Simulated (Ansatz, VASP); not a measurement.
**Two plane-wave programs on Ba4AlAs**

INCAR

```
  PREC = Accurate
  ENCUT = 600
  EDIFF = 1E-6
  ISMEAR = 0
  SIGMA = 0.1
  LREAL = False
  LASPH = True
  NELM = 100
  ALGO = Normal
  ISIF = 3
  LWAVE = False
  LCHARG = False
  GGA = PE
  IBRION = 2
  NSW = 100
  EDIFFG = -0.01
```

KPOINTS

```
Automatic mesh
0
Gamma
  8 8 8
```

Contents of POSCAR:

```
Ba4AlAs
1.0
    0.0000000000      4.9099221901      4.9099221901
    4.9099221901      0.0000000000      4.9099221901
    4.9099221901      4.9099221901      0.0000000000
Ba Al As
4 1 1
Direct
    0.6235218821      0.6235218821      0.6235218821
    0.6235218821      0.6235218821      0.1294343537
    0.6235218821      0.1294343537      0.6235218821
    0.1294343537      0.6235218821      0.6235218821
    0.0000000000      0.0000000000      0.0000000000
    0.2500000000      0.2500000000      0.2500000000
```

Input for Ansatz:

```yaml
crystal:
  lattice:
    - [0.0, 4.9099221901, 4.9099221901]
    - [4.9099221901, 0.0, 4.9099221901]
    - [4.9099221901, 4.9099221901, 0.0]
  atoms:
    - { symbol: Ba, position: [0.6235218821, 0.6235218821, 0.6235218821] }
    - { symbol: Ba, position: [0.6235218821, 0.6235218821, 0.1294343537] }
    - { symbol: Ba, position: [0.6235218821, 0.1294343537, 0.6235218821] }
    - { symbol: Ba, position: [0.1294343537, 0.6235218821, 0.6235218821] }
    - { symbol: Al, position: [0.0, 0.0, 0.0] }
    - { symbol: As, position: [0.25, 0.25, 0.25] }
basis:
  ecutwfc: 420
kpoints:
  mp_grid: { grid: [8, 8, 8] }
hamiltonian:
  xc: pbe
scf:
  occupations: { method: gaussian, width: 0.1 }
output:
  forces: true
  stress: true
  eigenvalues: true
  write_density: true
  write_potential: true
  elf: true
  volumetric_format: npy
relax:
  adjacent_minimum: "off"
  f_tol: 0.01
  max_steps: 80
  cell: { stress_tol: 0.05 }
```

Change from the starting cell: species swapped into the TmCdCu4 type (F-43m, No. 216).

Alike in both runs: task relaxation of cell and atoms; functional PBE; k mesh 8 × 8 × 8; occupations gaussian, width 0.1 eV; no spin polarisation.

|  | VASP | Ansatz |
| --- | --- | --- |
| version | VASP 6.6.1 | Ansatz 0.2.0 |
| potentials or method | VASP PAW PBE potentials, release 64 (Ba_sv, Al, As), cutoff 600 eV | scalar-relativistic, plane waves, PAW |
| valence electrons in the cell | 48 | 58 |

|  | VASP | Ansatz | Ansatz less VASP |
| --- | --- | --- | --- |
| gap on the k mesh at the Fermi level, each at its own relaxed structure (eV) | none | none | - |
| relaxed volume (Å³/atom) | 41.46 | 40.00 | -1.462 |
| relaxed cell length with the largest relative difference (Å) | 7.060 | 6.976 | -0.0840 |

A gap of «none» marks a metal or a gap that the smearing closes. VASP's potentials hold 48 valence electrons a cell and Ansatz's 58, so a difference there can come from the potentials and not from the codes.

Spin-orbit coupling is off throughout.
